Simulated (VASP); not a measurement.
Runs of VASP 6.6.1 on MgCd3O4. The structure is tetragonal, space group P4/mmm (No. 123). Conventional cell: a = 3.308 Å, b = 3.308 Å, c = 9.330 Å, α = 90.00°, β = 90.00°, γ = 90.00°. Within 2.9 Å of Mg (site symmetry 4/mmm) lie 6 O at 2.17 to 2.34 Å. Cd (site symmetry 4mm) has 6 O at 2.27 to 2.40 Å within 3.0 Å. Within 3.1 Å of Cd (site symmetry 4/mmm) lie 6 O at 2.34 to 2.50 Å. O (site symmetry 4mm) has 1 Mg at 2.17 Å and 5 Cd at 2.34 to 2.50 Å within 2.9 Å. O (site symmetry 4/mmm) has 6 Cd at 2.34 to 2.40 Å within 3.1 Å. O (site symmetry 4/mmm) has 2 Cd at 2.27 Å and 4 Mg at 2.34 Å within 3.0 Å. 

| spin | k mesh | smearing | gap on the mesh (eV) | pressure (GPa) | largest force (eV/Å) |
| --- | --- | --- | --- | --- | --- |
| off | 12 × 12 × 4 | gaussian 0.1 eV | none | 1.0 | 0.04 |
| collinear, ferromagnetic start | 6 × 6 × 2 | gaussian 0.1 eV | none | 1.0 | 0.06 |
| off | 6 × 6 × 2 | gaussian 0.1 eV | none | 1.0 | 0.06 |
| off | 6 × 6 × 4 | gaussian 0.2 eV | none | 1.0 | (a) |

Alike in all rows: task single point; level PBE; potentials or basis VASP PAW PBE potentials, release 64 (Mg, Cd, O); cell as given; cutoff (eV) 520.

Question: Estimate the missing entries.

Answer: (a) 0.05.

A k mesh can miss the band edges, and the runs leave out spin-orbit coupling on Cd.

A gap of «none» marks levels without a gap at the run's occupations.
